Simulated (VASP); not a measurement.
# C (Fmmm) in VASP: a series of runs

The runs below take C through electric field gradients, with PBE.

All numbers are computed with VASP 6.6.1; they aren't measurements. Logs are shortened: lines on timing, memory, paths and dates and some standing lists are left out, and cuts for length are marked.

### 1 The cell of the first run

It takes space group Fmmm (No. 69, orthorhombic). Conventional cell: a = 2.481 Å, b = 4.297 Å, c = 6.696 Å, α = 90.00°, β = 90.00°, γ = 90.00°. C (site symmetry m2m) has 3 C at 1.43 Å within 1.9 Å.

### 2 Electric field gradients, PBE (equal xx and yy strain of +1 %)

Input file INCAR:

```
SYSTEM = C
  PREC = Accurate
  ENCUT = 520
  EDIFF = 1E-8
  ISMEAR = -1
  SIGMA = 0.05
  LREAL = .False.
  LASPH = .True.
  NELM = 100
  ALGO = Normal
  ISIF = 2
  LWAVE = .False.
  LCHARG = .False.
  GGA = PE
  LEFG = .True.
  NBANDS = 11
```

Input file KPOINTS:

```
regular mesh
0
Gamma
  18 18 18
  0 0 0
```

Input file POSCAR:

```
C
1.0
    0.0000000000      2.1482700000      3.3480000000
    1.2402800000      0.0000000000      3.3480000000
    1.2402800000      2.1482700000      0.0000000000
C
2
Direct
    0.1666700000      0.8333300000      0.1666700000
    0.8333300000      0.1666700000      0.8333300000
```

Potentials or basis: VASP PAW PBE potentials, release 64 (C).

Command:

```bash
> cat potpaw_PBE.64/C/POTCAR > POTCAR
> mpirun -np 1 vasp_std > vasp.out
```

OUTCAR:

```text
SYSTEM = C
   PREC = Accurate
   ENCUT = 520
   EDIFF = 1E-8
   ISMEAR = -1
   LREAL = .False.
   LASPH = .True.
   NELM = 100
   ISIF = 2
   GGA = PE

 ion  position               nearest neighbor table
   1  0.167  0.833  0.167-   2 1.43   2 1.43   2 1.43
   2  0.833  0.167  0.833-   1 1.43   1 1.43   1 1.43

  LATTYP: Found a face centered orthorhombic cell.
 ALAT       =     2.4805600000
 B/A-ratio  =     1.7320846906
 C/A-ratio  =     2.6993904602

  Lattice vectors:

 A1 = (   0.0000000000,   2.1482700000,   3.3480000000)
 A2 = (   1.2402800000,   0.0000000000,   3.3480000000)
 A3 = (   1.2402800000,   2.1482700000,   0.0000000000)

Analysis of symmetry for initial positions (statically):
=====================================================================
 Subroutine PRICEL returns:
 Original cell was already a primitive cell.

 Routine SETGRP: Setting up the symmetry group for a
 face centered orthorhombic supercell.

 Subroutine GETGRP returns: Found  8 space group operations
 (whereof  8 operations were pure point group operations)
 out of a pool of  8 trial point group operations.

The static configuration has the point symmetry D_2h.

Analysis of symmetry for dynamics (positions and initial velocities):
=====================================================================
 Subroutine PRICEL returns:
 Original cell was already a primitive cell.

 Routine SETGRP: Setting up the symmetry group for a
 face centered orthorhombic supercell.

 Subroutine GETGRP returns: Found  8 space group operations
 (whereof  8 operations were pure point group operations)
 out of a pool of  8 trial point group operations.

The dynamic configuration has the point symmetry D_2h.

 Subroutine INISYM returns: Found  8 space group operations
 (whereof  8 operations are pure point group operations),
 and found     1 'primitive' translations

----------------------------------------------------------------------------------------

                                     Primitive cell

  volume of cell :      17.8412

  direct lattice vectors                    reciprocal lattice vectors
[... 127 lines left out ...]
 Free energy of the ion-electron system (eV)
  ---------------------------------------------------
  ext. energy  EPLUGINS =         0.00000000
  ---------------------------------------------------
  free energy    TOTEN  =       -18.41453078 eV

  energy without entropy =      -18.41431462  energy(sigma->0) =      -18.41442270

 E-fermi :   4.5865     XC(G=0): -10.2972

 val. band max:        4.5485583259   @ k =  -0.2778   0.0556   0.3333
 cond. band min:       4.6281550764   @ k =  -0.2222   0.1111   0.3333
 fundamental gap:      0.0795967506
 Fermi energy:         4.5865482900

 k-point     1 :       0.0000    0.0000    0.0000
  band No.  band energies     occupation
      1     -14.9191      2.00000
      2      -1.8145      2.00000
      3       1.5644      2.00000
      4       1.5909      2.00000
      5       8.9642      0.00000
      6      12.7903      0.00000
      7      12.8654      0.00000
      8      15.7462      0.00000
      9      16.7794      0.00000
     10      26.9852      0.00000
     11      30.1859      0.00000
[... 309 lines left out ...]
 k-point    24 :      -0.2222    0.0556    0.0000
  band No.  band energies     occupation
      1     -13.0983      2.00000
      2      -3.4604      2.00000
      3      -0.6685      2.00000
      4       0.0153      2.00000
      5      10.6126      0.00000
      6      11.4655      0.00000
      7      12.4556      0.00000
      8      18.7226      0.00000
      9      20.3416      0.00000
     10      22.7448      0.00000
     11      27.6222      0.00000

 [... further k-points ...]
[... 5 lines left out ...]
  --------------------------------------------------------------------------------------
  -------------------------------------------------------------------------------------
  Total       -0.7101945     -0.7679858      0.4330205      0.0000000      0.0000000      0.0000000
  in kB      -63.7769642    -68.9667426     38.8861556      0.0000000      0.0000000      0.0000000
  external PRESSURE =     -31.2858504 kB  Pullay stress =       0.0000000 kB

 VOLUME and BASIS-vectors are now :
 -----------------------------------------------------------------------------
  energy-cutoff  :      520.00
  volume of cell :       17.84
      direct lattice vectors                 reciprocal lattice vectors
     0.000000000  2.148270000  3.348000000    -0.403134776  0.232745418  0.149342891
     1.240280000  0.000000000  3.348000000     0.403134776 -0.232745418  0.149342891
     1.240280000  2.148270000  0.000000000     0.403134776  0.232745418 -0.149342891

 POSITION                                       TOTAL-FORCE (eV/Angst)
 -----------------------------------------------------------------------------------
      1.24028      0.71610      3.34800         0.000000      0.003616      0.000000
      1.24028      3.58044      3.34800         0.000000     -0.003616      0.000000
 -----------------------------------------------------------------------------------
    total drift:                               -0.000000     -0.000000     -0.000000

  FREE ENERGIE OF THE ION-ELECTRON SYSTEM (eV)
  ---------------------------------------------------
  free  energy   TOTEN  =       -18.4145307823 eV

  energy  without entropy=      -18.4143146154  energy(sigma->0) =      -18.41442270

 Electric field gradients (V/A^2)
---------------------------------------------------------------------
 ion       V_xx      V_yy      V_zz      V_xy      V_xz      V_yz
---------------------------------------------------------------------
   1     -14.697   -14.654    29.350    -0.000     0.001     0.000
   2     -14.697   -14.654    29.350    -0.000     0.001     0.000
---------------------------------------------------------------------

 Electric field gradients after diagonalization (V/A^2)
 (convention: |V_zz| > |V_xx| > |V_yy|)
----------------------------------------------------------------------
 ion       V_xx      V_yy      V_zz     asymmetry (V_yy - V_xx)/ V_zz
----------------------------------------------------------------------
   1     -14.697   -14.654    29.350       0.001
   2     -14.697   -14.654    29.350       0.001
----------------------------------------------------------------------

           NMR quadrupolar parameters

 Cq : quadrupolar parameter    Cq=e*Q*V_zz/h
 eta: asymmetry parameters     (V_yy - V_xx)/ V_zz
 Q  : nuclear electric quadrupole moment in mb (millibarn)
----------------------------------------------------------------------
 ion       Cq(MHz)       eta       Q (mb)
----------------------------------------------------------------------
   1       0.071       0.001       1.000
   2       0.071       0.001       1.000
----------------------------------------------------------------------
```

OSZICAR:

```text
N       E                     dE             d eps       ncg     rms          rms(c)
DAV:   1     0.535852817266E+00    0.53585E+00   -0.40997E+03 19342   0.648E+02
DAV:   2    -0.190714282894E+02   -0.19607E+02   -0.18792E+02 25083   0.119E+02
DAV:   3    -0.195260391133E+02   -0.45461E+00   -0.45353E+00 24010   0.145E+01
DAV:   4    -0.195276956290E+02   -0.16565E-02   -0.16564E-02 22184   0.107E+00
DAV:   5    -0.195277017303E+02   -0.61013E-05   -0.61002E-05 24035   0.599E-02    0.616E+00
DAV:   6    -0.186804789728E+02    0.84722E+00   -0.72533E-01 21952   0.489E+00    0.360E+00
DAV:   7    -0.184114426861E+02    0.26904E+00   -0.82167E-01 22526   0.524E+00    0.994E-01
DAV:   8    -0.184146242532E+02   -0.31816E-02   -0.17249E-02 21220   0.839E-01    0.108E-01
DAV:   9    -0.184144580326E+02    0.16622E-03   -0.49291E-04 23198   0.139E-01    0.486E-02
DAV:  10    -0.184145313091E+02   -0.73276E-04   -0.11951E-04 21364   0.754E-02    0.249E-02
DAV:  11    -0.184145305631E+02    0.74595E-06   -0.56132E-06 23300   0.134E-02    0.581E-03
DAV:  12    -0.184145308117E+02   -0.24860E-06   -0.67047E-07 21221   0.578E-03    0.610E-04
DAV:  13    -0.184145307856E+02    0.26129E-07   -0.28148E-08 23704   0.111E-03    0.406E-04
DAV:  14    -0.184145307823E+02    0.32891E-08   -0.19758E-09 14092   0.302E-04
   1 F= -.18414531E+02 E0= -.18414423E+02  d E =-.216167E-03
```

stdout:

```text
POSCAR found type information on POSCAR C
 POSCAR found :  1 types and       2 ions
 scaLAPACK will be used
 LDA part: xc-table for (Slater+PW92), standard interpolation
 POSCAR, INCAR and KPOINTS ok, starting setup
 FFT: planning ... GRIDC
 FFT: planning ... GRID_SOFT
 FFT: planning ... GRID
 WAVECAR not read
 entering main loop
ion   1

ion   2
```

Wall time 2.6 min (1 thread of Intel Xeon 6975P-C, shared host); peak memory 0.25 GiB.

What came out:

| Property | Result |
| --- | --- |
| Free energy | -18.4145 eV |
| Pressure | -3.1 GPa |
| Largest force | 0.004 eV/Å |
| Band gap on the k mesh | 0.08 eV, indirect (least direct gap 0.15 eV) |

Forces on the atoms (eV/Å):
```
C    0.000  0.004  0.000
C    0.000 -0.004  0.000
```

Electric field gradients, principal values (V/Å²):
```csv
atom,least,middle,greatest (by size)
1 C,-14.654,-14.697,29.350
2 C,-14.654,-14.697,29.350
```

Caveat: the cell differs from its parent crystal (equal xx and yy strain of +1 %); without QUAD_EFG the Cq values of the log hold for a quadrupole moment of 1 mb, not for the nuclei. A k mesh can miss the band edges.

### 3 Electric field gradients, PBE (equal xx and yy strain of +1 %)

Input file INCAR:

```
PREC = Accurate ; ENCUT = 520
EDIFF = 1E-8 ; ISMEAR = -1
SIGMA = 0.05 ; LREAL = False
LASPH = True ; NELM = 60
ALGO = Normal ; ISIF = 2
LWAVE = False ; LCHARG = False
GGA = PE ; LEFG = True
NBANDS = 11
```

Input file KPOINTS:

```
regular mesh
0
Gamma
  18 18 18
```

POSCAR is that of step 2.

Potentials or basis: VASP PAW PBE potentials, release 64 (C).

Command:

```bash
> cat potpaw_PBE.64/C/POTCAR > POTCAR
> mpirun -np 1 vasp_std > vasp.out
```

OUTCAR:

```text
PREC = Accurate
   ENCUT = 520
   EDIFF = 1E-8
   ISMEAR = -1
   LREAL = False
   LASPH = True
   NELM = 60
   ISIF = 2
   GGA = PE

 ion  position               nearest neighbor table
   1  0.167  0.833  0.167-   2 1.43   2 1.43   2 1.43
   2  0.833  0.167  0.833-   1 1.43   1 1.43   1 1.43

  LATTYP: Found a face centered orthorhombic cell.
 ALAT       =     2.4805600000
 B/A-ratio  =     1.7320846906
 C/A-ratio  =     2.6993904602

  Lattice vectors:

 A1 = (   0.0000000000,   2.1482700000,   3.3480000000)
 A2 = (   1.2402800000,   0.0000000000,   3.3480000000)
 A3 = (   1.2402800000,   2.1482700000,   0.0000000000)

Analysis of symmetry for initial positions (statically):
=====================================================================
 Subroutine PRICEL returns:
 Original cell was already a primitive cell.

 Routine SETGRP: Setting up the symmetry group for a
 face centered orthorhombic supercell.

[... 524 lines left out ...]
  volume of cell :       17.84
      direct lattice vectors                 reciprocal lattice vectors
     0.000000000  2.148270000  3.348000000    -0.403134776  0.232745418  0.149342891
     1.240280000  0.000000000  3.348000000     0.403134776 -0.232745418  0.149342891
     1.240280000  2.148270000  0.000000000     0.403134776  0.232745418 -0.149342891

 POSITION                                       TOTAL-FORCE (eV/Angst)
 -----------------------------------------------------------------------------------
      1.24028      0.71610      3.34800         0.000000      0.003616      0.000000
      1.24028      3.58044      3.34800         0.000000     -0.003616      0.000000
 -----------------------------------------------------------------------------------
    total drift:                               -0.000000     -0.000000     -0.000000

  FREE ENERGIE OF THE ION-ELECTRON SYSTEM (eV)
  ---------------------------------------------------
  free  energy   TOTEN  =       -18.4145307823 eV

  energy  without entropy=      -18.4143146154  energy(sigma->0) =      -18.41442270

 Electric field gradients (V/A^2)
---------------------------------------------------------------------
 ion       V_xx      V_yy      V_zz      V_xy      V_xz      V_yz
---------------------------------------------------------------------
   1     -14.697   -14.654    29.350    -0.000     0.001     0.000
   2     -14.697   -14.654    29.350    -0.000     0.001     0.000
---------------------------------------------------------------------

 Electric field gradients after diagonalization (V/A^2)
 (convention: |V_zz| > |V_xx| > |V_yy|)
----------------------------------------------------------------------
 ion       V_xx      V_yy      V_zz     asymmetry (V_yy - V_xx)/ V_zz
----------------------------------------------------------------------
   1     -14.697   -14.654    29.350       0.001
   2     -14.697   -14.654    29.350       0.001
----------------------------------------------------------------------

           NMR quadrupolar parameters

 Cq : quadrupolar parameter    Cq=e*Q*V_zz/h
 eta: asymmetry parameters     (V_yy - V_xx)/ V_zz
 Q  : nuclear electric quadrupole moment in mb (millibarn)
----------------------------------------------------------------------
 ion       Cq(MHz)       eta       Q (mb)
----------------------------------------------------------------------
   1       0.071       0.001       1.000
   2       0.071       0.001       1.000
----------------------------------------------------------------------
```

It took 2.7 min on 1 thread of Intel Xeon 6975P-C, shared host; peak memory 0.25 GiB.

What came out:

| Property | Result |
| --- | --- |
| Free energy | -18.4145 eV |
| Pressure | -3.1 GPa |
| Largest force | 0.004 eV/Å |
| Band gap on the k mesh | 0.08 eV, indirect (least direct gap 0.15 eV) |

Forces on the atoms (eV/Å):
```
C    0.000  0.004  0.000
C    0.000 -0.004  0.000
```

Electric field gradients, principal values (V/Å²):
| atom | least | middle | greatest (by size) |
| --- | --- | --- | --- |
| 1 C | -14.654 | -14.697 | 29.350 |
| 2 C | -14.654 | -14.697 | 29.350 |

Caveat: the cell differs from its parent crystal (equal xx and yy strain of +1 %); without QUAD_EFG the Cq values of the log hold for a quadrupole moment of 1 mb, not for the nuclei.

(Continued in part 2 of 2.)
